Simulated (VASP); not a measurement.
# HfIn4SiO6 (P312) in VASP: further runs

HfIn4SiO6 is run at these levels: PBE+D4, PBE+D3(BJ), r2SCAN+D4; tasks: single point.

Everything below comes from runs of VASP 6.6.1. Logs are shortened: lines on timing, memory, paths and dates and some standing lists are left out, and cuts for length are marked.

### 1 The cell of the first run

It takes space group P312 (No. 149, trigonal). Conventional cell: a = 5.220 Å, b = 5.220 Å, c = 10.062 Å, α = 90.00°, β = 90.00°, γ = 120.00°. Within 2.8 Å of Hf (site symmetry 32) lie 6 O at 2.09 Å. In (site symmetry 3) has 3 O at 2.63 Å and 3 In at 3.17 Å and 1 Si at 3.22 Å within 3.5 Å. Within 3.0 Å of In (site symmetry 3) lie 3 O at 2.30 Å. Within 2.4 Å of Si (site symmetry 32) lie 6 O at 1.82 Å. O (site symmetry 1) has 1 Si at 1.82 Å and 1 Hf at 2.09 Å and 1 In at 2.30 Å within 2.4 Å.

### 2 Single point, PBE+D4

Input file INCAR:

```
PREC = Accurate
ENCUT = 520
EDIFF = 1E-6
ISMEAR = -1
SIGMA = 0.05
LREAL = F
LASPH = T
NELM = 100
ALGO = Normal
ISIF = 2
LWAVE = F
LCHARG = F
GGA = PE
IVDW = 13
NBANDS = 63
```

Input file KPOINTS:

```
regular mesh
0
Gamma
  4 4 2
```

Input file POSCAR:

```
HfIn4SiO6
1.0
    5.2202669612      0.0000028555      0.0000000000
   -2.6101359535      4.5208823752      0.0000000000
    0.0000000000      0.0000000000     10.0616090731
Hf In Si O
1 4 1 6
Direct
    0.6666666667      0.3333333333      0.0000000000
    0.0000000000      0.0000000000      0.3201816329
    0.0000000000      0.0000000000      0.6798183671
    0.3333333333      0.6666666667      0.7780485770
    0.3333333333      0.6666666667      0.2219514230
    0.0000000000      0.0000000000      0.0000000000
    0.9763968198      0.7047766370      0.8950912032
    0.2952233630      0.0236031802      0.1049087968
    0.2952233630      0.2716201828      0.8950912032
    0.7283798172      0.7047766370      0.1049087968
    0.7283798172      0.0236031802      0.8950912032
    0.9763968198      0.2716201828      0.1049087968
```

Potentials or basis: VASP PAW PBE potentials, release 64 (Hf_pv, In_d, Si, O).

The run is started by

```console
cat potpaw_PBE.64/Hf_pv/POTCAR potpaw_PBE.64/In_d/POTCAR potpaw_PBE.64/Si/POTCAR potpaw_PBE.64/O/POTCAR > POTCAR
mpirun -np 1 vasp_std > vasp.out
```

OUTCAR:

```text
PREC = Accurate
   ENCUT = 520
   EDIFF = 1E-6
   ISMEAR = -1
   LREAL = F
   LASPH = T
   NELM = 100
   ISIF = 2
   GGA = PE
   IVDW = 13

 ion  position               nearest neighbor table
   1  0.667  0.333  0.000-  11 2.09  12 2.09   7 2.09   8 2.09  10 2.09   9 2.09   6 3.01   6 3.01
                             6 3.01   5 3.75   4 3.75   5 3.75   4 3.75   4 3.75   5 3.75
   2  0.000  0.000  0.320-  12 2.63   8 2.63  10 2.63   5 3.17   5 3.17   5 3.17   6 3.22   3 3.62

   3  0.000  0.000  0.680-  11 2.63   7 2.63   9 2.63   4 3.17   4 3.17   4 3.17   6 3.22   2 3.62

   4  0.333  0.667  0.778-   7 2.30  11 2.30   9 2.30   3 3.17   3 3.17   3 3.17   1 3.75   1 3.75
                             1 3.75
   5  0.333  0.667  0.222-   8 2.30  12 2.30  10 2.30   2 3.17   2 3.17   2 3.17   1 3.75   1 3.75
                             1 3.75
   6  0.000  0.000  0.000-  12 1.82  11 1.82   7 1.82   8 1.82  10 1.82   9 1.82   1 3.01   1 3.01
                             1 3.01   3 3.22   2 3.22
   7  0.976  0.705  0.895-   6 1.82   1 2.09   4 2.30   3 2.63
   8  0.295  0.024  0.105-   6 1.82   1 2.09   5 2.30   2 2.63
   9  0.295  0.272  0.895-   6 1.82   1 2.09   4 2.30   3 2.63
  10  0.728  0.705  0.105-   6 1.82   1 2.09   5 2.30   2 2.63
  11  0.728  0.024  0.895-   6 1.82   1 2.09   4 2.30   3 2.63
  12  0.976  0.272  0.105-   6 1.82   1 2.09   5 2.30   2 2.63

  LATTYP: Found a hexagonal cell.
 ALAT       =     5.2202669612
 C/A-ratio  =     1.9274127450

  Lattice vectors:

 A1 = (   5.2202669612,   0.0000028555,   0.0000000000)
 A2 = (  -2.6101359535,   4.5208823752,   0.0000000000)
 A3 = (   0.0000000000,   0.0000000000,  10.0616090731)

Analysis of symmetry for initial positions (statically):
=====================================================================
 Subroutine PRICEL returns:
 Original cell was already a primitive cell.

 Routine SETGRP: Setting up the symmetry group for a
 hexagonal supercell.

 Subroutine GETGRP returns: Found  6 space group operations
 (whereof  6 operations were pure point group operations)
 out of a pool of 24 trial point group operations.

The static configuration has the point symmetry D_3 .

Analysis of symmetry for dynamics (positions and initial velocities):
=====================================================================
 Subroutine PRICEL returns:
 Original cell was already a primitive cell.

 Routine SETGRP: Setting up the symmetry group for a
 hexagonal supercell.

 Subroutine GETGRP returns: Found  6 space group operations
 (whereof  6 operations were pure point group operations)
 out of a pool of 24 trial point group operations.

The dynamic configuration has the point symmetry D_3 .

 Subroutine INISYM returns: Found  6 space group operations
 (whereof  6 operations are pure point group operations),
 and found     1 'primitive' translations

----------------------------------------------------------------------------------------

                                     Primitive cell

  volume of cell :     237.4562

  direct lattice vectors                    reciprocal lattice vectors
     5.220266961  0.000002856  0.000000000     0.191561024  0.110597948  0.000000000
    -2.610135953  4.520882375  0.000000000    -0.000000121  0.221195687  0.000000000
     0.000000000  0.000000000 10.061609073     0.000000000  0.000000000  0.099387682

  length of vectors
     5.220266961  5.220266961 10.061609073     0.221195687  0.221195687  0.099387682

  position of ions in fractional coordinates (direct lattice)
     0.666666667  0.333333333  0.000000000
     0.000000000  0.000000000  0.320181633
     0.000000000  0.000000000  0.679818367
     0.333333333  0.666666667  0.778048577
     0.333333333  0.666666667  0.221951423
     0.000000000  0.000000000  0.000000000
     0.976396820  0.704776637  0.895091203
     0.295223363  0.023603180  0.104908797
     0.295223363  0.271620183  0.895091203
     0.728379817  0.704776637  0.104908797
     0.728379817  0.023603180  0.895091203
     0.976396820  0.271620183  0.104908797

[... 61 lines left out ...]
      5     -14.9860      2.00000
      6     -14.8982      2.00000
[... 55 lines left out ...]
     62       9.9653      0.00000
     63      10.2281      0.00000

 k-point     4 :       0.2500    0.2500    0.0000
  band No.  band energies     occupation
      1     -26.9615      2.00000
      2     -26.9554      2.00000
      3     -26.9463      2.00000
      4     -16.0562      2.00000
      5     -15.0017      2.00000
      6     -14.8586      2.00000
[... 55 lines left out ...]
     62       9.5104      0.00000
     63       9.9434      0.00000

 k-point     5 :       0.0000    0.0000    0.5000
  band No.  band energies     occupation
      1     -26.9515      2.00000
      2     -26.9515      2.00000
      3     -26.9478      2.00000
      4     -16.4774      2.00000
      5     -14.7408      2.00000
      6     -14.7408      2.00000
[... 55 lines left out ...]
     62       8.9161      0.00000
     63       8.9161      0.00000

 k-point     6 :       0.2500   -0.0000    0.5000
  band No.  band energies     occupation
      1     -26.9572      2.00000
      2     -26.9528      2.00000
      3     -26.9470      2.00000
      4     -16.2942      2.00000
      5     -14.8584      2.00000
      6     -14.8311      2.00000
[... 55 lines left out ...]
     62       9.5798      0.00000
     63       9.7409      0.00000

 k-point     7 :       0.5000   -0.0000    0.5000
  band No.  band energies     occupation
      1     -26.9629      2.00000
      2     -26.9540      2.00000
      3     -26.9462      2.00000
      4     -16.0549      2.00000
      5     -14.9860      2.00000
      6     -14.8984      2.00000
[... 55 lines left out ...]
     62       9.8063      0.00000
     63      10.5206      0.00000

 k-point     8 :       0.2500    0.2500    0.5000
  band No.  band energies     occupation
      1     -26.9615      2.00000
      2     -26.9554      2.00000
      3     -26.9463      2.00000
      4     -16.0561      2.00000
      5     -15.0017      2.00000
      6     -14.8588      2.00000
[... 55 lines left out ...]
     62       9.5243      0.00000
     63       9.7385      0.00000

------------------------ aborting loop because EDIFF is reached ----------------------------------------

  DFT-D4 for vdW energy calculation

  Edisp (eV):   -2.43898

  FORCE on cell =-STRESS in cart. coord.  units (eV):
  Direction    XX          YY          ZZ          XY          YZ          ZX
  --------------------------------------------------------------------------------------
  -------------------------------------------------------------------------------------
  Total      -0.72207    -0.72207    -0.38811    -0.00000    -0.00000    -0.00000
  in kB      -4.87199    -4.87199    -2.61867    -0.00000    -0.00000    -0.00000
  external pressure =       -4.12 kB  Pullay stress =        0.00 kB

 VOLUME and BASIS-vectors are now :
 -----------------------------------------------------------------------------
  energy-cutoff  :      520.00
  volume of cell :      237.46
      direct lattice vectors                 reciprocal lattice vectors
     5.220266961  0.000002856  0.000000000     0.191561024  0.110597948  0.000000000
    -2.610135953  4.520882375  0.000000000    -0.000000121  0.221195687  0.000000000
     0.000000000  0.000000000 10.061609073     0.000000000  0.000000000  0.099387682

 POSITION                                       TOTAL-FORCE (eV/Angst)
 -----------------------------------------------------------------------------------
      2.61013      1.50696      0.00000        -0.000000     -0.000000      0.000000
      0.00000      0.00000      3.22154        -0.000000     -0.000000      0.022117
      0.00000      0.00000      6.84007        -0.000000     -0.000000     -0.022117
     -0.00000      3.01392      7.82842        -0.000000     -0.000000     -0.030816
     -0.00000      3.01392      2.23319        -0.000000     -0.000000      0.030816
      0.00000      0.00000      0.00000        -0.000000     -0.000000      0.000000
      3.25749      3.18622      9.00606        -0.032186     -0.132982      0.063146
      1.47954      0.10671      1.05555         0.099072      0.094365     -0.063146
      0.83218      1.22796      9.00606         0.131259      0.038617      0.063146
      1.96277      3.18621      1.05555         0.032186     -0.132982     -0.063146
      3.74073      0.10671      9.00606        -0.099073      0.094365      0.063146
      4.38809      1.22797      1.05555        -0.131259      0.038617     -0.063146
 -----------------------------------------------------------------------------------
    total drift:                               -0.000000      0.000000      0.000000

  FREE ENERGIE OF THE ION-ELECTRON SYSTEM (eV)
  ---------------------------------------------------
  free  energy   TOTEN  =       -79.7492527674 eV

  energy  without entropy=      -79.7363938731  energy(sigma->0) =      -79.74282332
```

Run time: 1.8 min. Hardware: 1 thread of Intel Xeon 6975P-C (Granite Rapids), shared host; peak memory 0.41 GiB.

What came out:

```
Free energy                : -79.7493 eV
Pressure                   : -0.4 GPa
Largest force              : 0.151 eV/Å
Band gap on the k mesh     : zero (band 51 reaches 4.93 eV, above the bottom of band 52 at 4.79 eV)
Dispersion energy per atom : -0.203 eV
```

Forces on the atoms (eV/Å):
```
Hf   0.000  0.000  0.000
In   0.000  0.000  0.022
In   0.000  0.000 -0.022
In   0.000  0.000 -0.031
In   0.000  0.000  0.031
Si   0.000  0.000  0.000
O   -0.032 -0.133  0.063
O    0.099  0.094 -0.063
O    0.131  0.039  0.063
O    0.032 -0.133 -0.063
O   -0.099  0.094  0.063
O   -0.131  0.039 -0.063
```

Levels at points of the mesh, in eV from the Fermi level:
```csv
k point,band 47,band 48,band 49,band 50,band 51,band 52,band 53,band 54,band 55,band 56
"(0.00, 0.00, 0.00)",-3.01,-3.01,-2.43,-1.04,0.24,1.63,1.63,1.72,2.05,2.05
"(0.50, 0.00, 0.00)",-3.12,-3.09,-2.49,-2.26,-1.70,0.87,1.01,1.43,2.23,2.44
"(0.00, 0.00, 0.50)",-3.29,-3.01,-3.01,-0.39,-0.10,1.52,1.52,2.19,2.19,2.37
"(0.50, 0.00, 0.50)",-3.11,-3.07,-2.78,-2.24,-1.90,0.70,1.37,1.42,2.25,2.32
```

Caveat: spin-orbit coupling is left out, which moves the levels of the heavy elements; pairwise dispersion overbinds metals, which lowers pressure and volume.

### 3 Single point, PBE+D3(BJ)

This run uses another cell than the first one, of 19.65 Å³/atom, 0.993 times its volume.

Input file INCAR:

```
SYSTEM = HfIn4SiO6
PREC     = Accurate       ! precision mode
ENCUT    = 520            ! plane-wave cutoff, eV
EDIFF    = 1E-6           ! SCF threshold, eV
ISMEAR   = -1             ! smearing method
SIGMA    = 0.05           ! smearing width, eV
LREAL    = .False.        ! projectors in reciprocal space
LASPH    = .True.         ! aspherical terms in the spheres
NELM     = 60             ! most SCF steps
ALGO     = Normal         ! electronic algorithm
ISIF     = 2              ! what is computed and relaxed
LWAVE    = .False.        ! write WAVECAR
LCHARG   = .False.        ! write CHGCAR
GGA      = PE             ! functional
IVDW     = 12             ! dispersion correction
NBANDS   = 63             ! bands
```

Input file KPOINTS:

```
Automatic mesh
0
Gamma
  4 4 2
  0 0 0
```

Input file POSCAR:

```
HfIn4SiO6
1.0
    5.2183572599      0.0000028544      0.0000000000
   -2.6091811020      4.5192285259      0.0000000000
    0.0000000000      0.0000000000      9.9988350435
Hf In Si O
1 4 1 6
Direct
    0.6666666667      0.3333333333      0.0000000000
    0.0000000000      0.0000000000      0.3212306836
    0.0000000000      0.0000000000      0.6787693164
    0.3333333333      0.6666666667      0.7755122445
    0.3333333333      0.6666666667      0.2244877555
    0.0000000000      0.0000000000      0.0000000000
    0.9767042983      0.7050092186      0.8942921522
    0.2949907814      0.0232957017      0.1057078478
    0.2949907814      0.2716950797      0.8942921522
    0.7283049203      0.7050092186      0.1057078478
    0.7283049203      0.0232957017      0.8942921522
    0.9767042983      0.2716950797      0.1057078478
```

Potentials or basis: VASP PAW PBE potentials, release 64 (Hf_pv, In_d, Si, O).

The run is started by

```console
cat potpaw_PBE.64/Hf_pv/POTCAR potpaw_PBE.64/In_d/POTCAR potpaw_PBE.64/Si/POTCAR potpaw_PBE.64/O/POTCAR > POTCAR
mpirun -np 1 vasp_std > vasp.out
```

It took 2.8 min on 1 thread of AMD EPYC 7R13 (Zen 3), shared host; peak memory 0.39 GiB.

It converged, with:

```yaml
Free_energy: -79.5875 eV
Pressure: -0.4 GPa
Largest_force: 0.156 eV/Å
Band_gap_on_the_k_mesh: zero (band 51 reaches 5.01 eV, above the bottom of band 52 at 4.82 eV)
Dispersion_energy_per_atom: -0.191 eV
```

Forces in eV/Å, atoms in the order of the input:
```
Hf   0.000  0.000  0.000
In   0.000  0.000  0.025
In   0.000  0.000 -0.025
In   0.000  0.000 -0.026
In   0.000  0.000  0.026
Si   0.000  0.000  0.000
O   -0.034 -0.137  0.066
O    0.102  0.098 -0.066
O    0.136  0.039  0.066
O    0.034 -0.137 -0.066
O   -0.102  0.098  0.066
O   -0.136  0.039 -0.066
```

Stress tensor (GPa, compression positive):
```
-0.44  0.00  0.00
 0.00 -0.44  0.00
 0.00  0.00 -0.25
```

Levels at points of the mesh, in eV from the Fermi level:
```csv
k point,band 49,band 50,band 51,band 52,band 53,band 54
"(0.00, 0.00, 0.00)",-2.39,-1.02,0.29,1.62,1.62,1.75
"(0.50, 0.00, 0.00)",-2.46,-2.27,-1.66,0.86,1.02,1.45
"(0.00, 0.00, 0.50)",-2.99,-0.38,-0.04,1.52,1.52,2.21
"(0.50, 0.00, 0.50)",-2.73,-2.25,-1.88,0.69,1.38,1.44
```

Caveat: spin-orbit coupling is left out, which moves the levels of the heavy elements; pairwise dispersion overbinds metals, which lowers pressure and volume.

### 4 Single point, r2SCAN+D4

This run uses another cell than the first one, of 19.15 Å³/atom, 0.968 times its volume.

Input file POSCAR:

```
HfIn4SiO6
1.0
    5.1572582232      0.0000028210      0.0000000000
   -2.5786315547      4.4663152247      0.0000000000
    0.0000000000      0.0000000000      9.9760901974
Hf In Si O
1 4 1 6
Direct
    0.6666666667      0.3333333333      0.0000000000
    0.0000000000      0.0000000000      0.3215168557
    0.0000000000      0.0000000000      0.6784831443
    0.3333333333      0.6666666667      0.7763488729
    0.3333333333      0.6666666667      0.2236511271
    0.0000000000      0.0000000000      0.0000000000
    0.9806281250      0.7060174472      0.8950922001
    0.2939825528      0.0193718750      0.1049077999
    0.2939825528      0.2746106778      0.8950922001
    0.7253893222      0.7060174472      0.1049077999
    0.7253893222      0.0193718750      0.8950922001
    0.9806281250      0.2746106778      0.1049077999
```

Input file INCAR.step1:

```
ALGO     = Normal         # electronic algorithm
EDIFF    = 1E-4           # SCF threshold, eV
ENCUT    = 520            # plane-wave cutoff, eV
GGA      = PE             # functional
ISMEAR   = -1             # smearing method
LASPH    = True           # aspherical terms in the spheres
LCHARG   = False          # write CHGCAR
LREAL    = False          # projectors in reciprocal space
LWAVE    = True           # write WAVECAR
NBANDS   = 63             # bands
NELM     = 80             # most SCF steps
PREC     = Accurate       # precision mode
SIGMA    = 0.05           # smearing width, eV
```

Input file INCAR.step2:

```
ALGO     = Normal         # electronic algorithm
EDIFF    = 1E-6           # SCF threshold, eV
ENCUT    = 520            # plane-wave cutoff, eV
ISIF     = 2              # what is computed and relaxed
ISMEAR   = -1             # smearing method
ISTART   = 1            
IVDW     = 13             # dispersion correction
LASPH    = True           # aspherical terms in the spheres
LCHARG   = False          # write CHGCAR
LMIXTAU  = True         
LREAL    = False          # projectors in reciprocal space
LWAVE    = False          # write WAVECAR
METAGGA  = R2SCAN         # meta-GGA
NBANDS   = 63             # bands
NELM     = 80             # most SCF steps
PREC     = Accurate       # precision mode
SIGMA    = 0.05           # smearing width, eV
VDW_A1   = 0.51559235   
VDW_A2   = 5.77342911   
VDW_S6   = 1.0          
VDW_S8   = 0.6018749
```

Input file KPOINTS:

```
k-points
0
Gamma
  4 4 2
```

The run is started by

```console
cat potpaw_PBE.64/Hf_pv/POTCAR potpaw_PBE.64/In_d/POTCAR potpaw_PBE.64/Si/POTCAR potpaw_PBE.64/O/POTCAR > POTCAR
cp INCAR.step1 INCAR
mpirun -np 1 vasp_std > vasp.out
cp INCAR.step2 INCAR
mpirun -np 1 vasp_std > vasp.out
```

Run time: 10 min. Hardware: 1 thread of Intel Xeon Platinum 8488C (Sapphire Rapids), shared host; peak memory 0.45 GiB.

The run converged. Its results:

```
Free energy                : -205.1877 eV
Pressure                   : -0.3 GPa
Largest force              : 0.196 eV/Å
Band gap on the k mesh     : zero (band 51 reaches 5.50 eV, above the bottom of band 52 at 4.92 eV)
Dispersion energy per atom : -0.074 eV
```

Forces in eV/Å, atoms in the order of the input:
```
Hf   0.000  0.000  0.000
In   0.000  0.000  0.050
In   0.000  0.000 -0.050
In   0.000  0.000 -0.076
In   0.000  0.000  0.076
Si   0.000  0.000  0.000
O   -0.062 -0.159  0.096
O    0.107  0.133 -0.096
O    0.169  0.026  0.096
O    0.062 -0.159 -0.096
O   -0.107  0.133  0.096
O   -0.169  0.026 -0.096
```

Stress tensor (GPa, compression positive):
```
-0.42  0.00  0.00
 0.00 -0.42  0.00
 0.00  0.00 -0.11
```

Levels at points of the mesh, in eV from the Fermi level:
| k point | band 49 | band 50 | band 51 | band 52 | band 53 | band 54 |
| --- | --- | --- | --- | --- | --- | --- |
| (0.00, 0.00, 0.00) | -2.72 | -0.84 | 0.64 | 1.77 | 1.77 | 2.05 |
| (0.50, 0.00, 0.00) | -2.71 | -2.47 | -1.78 | 0.94 | 1.13 | 1.62 |
| (0.00, 0.00, 0.50) | -3.41 | -0.23 | 0.31 | 1.66 | 1.66 | 2.38 |
| (0.50, 0.00, 0.50) | -2.93 | -2.44 | -2.01 | 0.75 | 1.50 | 1.58 |

Caveat: the PAW data sets were made with another functional, which shifts forces and pressure a little; spin-orbit coupling is left out, which moves the levels of the heavy elements; pairwise dispersion overbinds metals, which lowers pressure and volume.

### 5 Summary

```tsv
level	cell	gap on the mesh (eV)	pressure (GPa)	largest force (eV/Å)
PBE+D4	a = 5.220, b = 5.220, c = 10.062 Å, angles 90.0, 90.0, 120.0°, 12 atoms	none	-0.4	0.15
PBE+D3(BJ)	a = 5.218, b = 5.218, c = 9.999 Å, angles 90.0, 90.0, 120.0°, 12 atoms	none	-0.4	0.16
r2SCAN+D4	a = 5.157, b = 5.157, c = 9.976 Å, angles 90.0, 90.0, 120.0°, 12 atoms	none	-0.3	0.20
```

Alike in all rows: task single point; potentials or basis VASP PAW PBE potentials, release 64 (Hf_pv, In_d, Si, O); no spin polarisation; k mesh 4 × 4 × 2; cutoff (eV) 520; smearing fermi-dirac 0.05 eV.

Caveats: spin-orbit coupling is left out, which moves the levels of the heavy elements; pairwise dispersion overbinds metals, which lowers pressure and volume; the PAW data sets were made with another functional, which shifts forces and pressure a little (some runs).

Absolute energies hang on the potentials; compare differences alone.
